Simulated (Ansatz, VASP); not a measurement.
## Ni in VASP and in Ansatz

```xyz
2
Lattice="2.3836 0.0000 0.0000 -1.1918 2.0642 0.0000 0.0000 0.0000 3.9195" Properties=species:S:1:pos:R:3 pbc="T T T"
Ni    0.0000    1.3761    0.9799
Ni    1.1918    0.6881    2.9396
```

Alike in both runs: task single point; functional LDA; k mesh 17 × 17 × 9; occupations fermi-dirac, width 0.1 eV; no spin polarisation.

|  | VASP | Ansatz |
| --- | --- | --- |
| version | VASP 6.6.1 | Ansatz 0.2.0 |
| potentials or method | VASP PAW LDA potentials, release 64 (Ni), cutoff 520 eV | plane waves (420 eV) with PAW, scalar-relativistic |
| valence electrons in the cell | 20 | 36 |

Ansatz gave:

- pressure (GPa): 11.4
- traceless stress, the component that is largest in VASP (GPa): 0.09

Question: What did VASP give for the same quantities?

Answer: Pressure (GPa): 11.1; traceless stress, the component that is largest in VASP (GPa): 0.02.

Ansatz warns that its potentials were made for another functional, while VASP's fit it. LDA's correlation is that of Perdew and Zunger in VASP and of Perdew and Wang (1992) in Ansatz. VASP's potentials hold 20 valence electrons a cell and Ansatz's 36, so a difference there can come from the potentials and not from the codes.
